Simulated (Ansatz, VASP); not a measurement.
# SrTe: VASP beside Ansatz

INCAR

```
SYSTEM = SrTe
  ALGO = Normal
  EDIFF = 1E-6
  ENCUT = 500
  GGA = PE
  GGA_COMPAT = .False.
  ISIF = 2
  ISMEAR = 0
  LASPH = .True.
  LCHARG = .False.
  LREAL = .False.
  LWAVE = .False.
  NBANDS = 15
  NELM = 120
  PREC = Accurate
  SIGMA = 0.01
```

The input KPOINTS:

```
k-points
0
Gamma
  6 6 6
  0 0 0
```

POSCAR

```
SrTe
1.0
    0.0000000000      3.3240663196      3.3240663196
    3.3240663196      0.0000000000      3.3240663196
    3.3240663196      3.3240663196      0.0000000000
Sr Te
1 1
Direct
    0.0000000000      0.0000000000      0.0000000000
    0.5000000000      0.5000000000      0.5000000000
```

Input for Ansatz:

```yaml
crystal:
  lattice:
    - [0.0, 3.3240663196, 3.3240663196]
    - [3.3240663196, 0.0, 3.3240663196]
    - [3.3240663196, 3.3240663196, 0.0]
  atoms:
    - { symbol: Sr, position: [0.0, 0.0, 0.0] }
    - { symbol: Te, position: [0.5, 0.5, 0.5] }
kpoints:
  mp_grid: { grid: [6, 6, 6] }
hamiltonian:
  xc: pbe
scf:
  occupations: { method: fixed }
  n_extra_bands: 4
output:
  forces: true
  stress: true
  eigenvalues: true
```

Alike in both runs: task single point; functional PBE; k mesh 6 × 6 × 6; no spin polarisation.

|  | VASP | Ansatz |
| --- | --- | --- |
| version | VASP 6.6.1 | Ansatz 0.2.0 |
| potentials or method | VASP PAW PBE potentials, release 64 (Sr_sv, Te) | plane waves, PAW |
| plane-wave cutoff (eV) | 500 | 420 |
| occupations | gaussian, width 0.01 eV | fixed |
| valence electrons in the cell | 16 | 26 |

Ansatz gave:

| Property | Result |
| --- | --- |
| gap on the k mesh at the Fermi level (eV) | 1.70 |
| pressure (GPa) | 1.1 |

Q: Which values does VASP return?

A: gap on the k mesh at the Fermi level (eV): 1.68; pressure (GPa): 1.2.

VASP's potentials hold 16 valence electrons a cell and Ansatz's 26, so a difference there can come from the potentials and not from the codes.

Neither program's run includes spin-orbit coupling.
